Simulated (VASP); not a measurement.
Crystal: Si2W (MoSi2 type).

```
W Si
1.0
    -1.55922    1.55922    3.82008
     1.55922   -1.55922    3.82008
     1.55922    1.55922   -3.82008
W Si
1 2
Cartesian
  0.0000 0.0000 0.0000
  0.0000 0.0000 2.5595
  0.0000 0.0000 -2.5595
```

```yaml
Program: VASP 6.6.1
Task: relaxation of cell and atoms
Functional: PBE
Potentials_or_basis: VASP PAW PBE potentials, release 64 (W_sv, Si)
Cutoff: 600 eV
k_mesh: 15 × 15 × 15
Occupations: fermi-dirac, width 0.05 eV
Spin: no spin polarisation
```

At the start: pressure 27.3 GPa; volume 12.38 Å³/atom.

Task: Where does the relaxation end?

Result: Over 11 steps the energy falls by 101.5 meV/atom and the volume is 13.68 Å³/atom (+10.5 %); space group I4/mmm (No. 139, to 0.05 Å).

The path:
| step | energy change (eV) | largest force (eV/Å) | pressure (GPa) | volume (Å³) |
| --- | --- | --- | --- | --- |
| 1 | 0.0000 | 0.3881 | 27.34 | 37.15 |
| 2 | 0.6074 | 0.5655 | -27.69 | 49.71 |
| 3 | -0.3017 | 0.0961 | -1.30 | 41.24 |
| 4 | -0.3028 | 0.0767 | -0.13 | 41.02 |
| 5 | -0.3028 | 0.0700 | 0.32 | 40.94 |
| 6 | -0.3043 | 0.0147 | 0.26 | 40.99 |
| 7 | -0.3045 | 0.0287 | 0.28 | 40.98 |
| 8 | -0.3045 | 0.0122 | -0.34 | 41.10 |
| 9 | -0.3046 | 0.0200 | -0.05 | 41.04 |
| 10 | -0.3046 | 0.0191 | -0.07 | 41.05 |
| 11 | -0.3046 | 0.0021 | -0.02 | 41.04 |

Final structure:
```
CELL_PARAMETERS angstrom
-1.61491 1.61491 3.93388
1.61491 -1.61491 3.93388
1.61491 1.61491 -3.93388
ATOMIC_POSITIONS crystal
W 0.00000 0.00000 0.00000
Si 0.33454 0.33454 0.00000
Si 0.66546 0.66546 0.00000
```
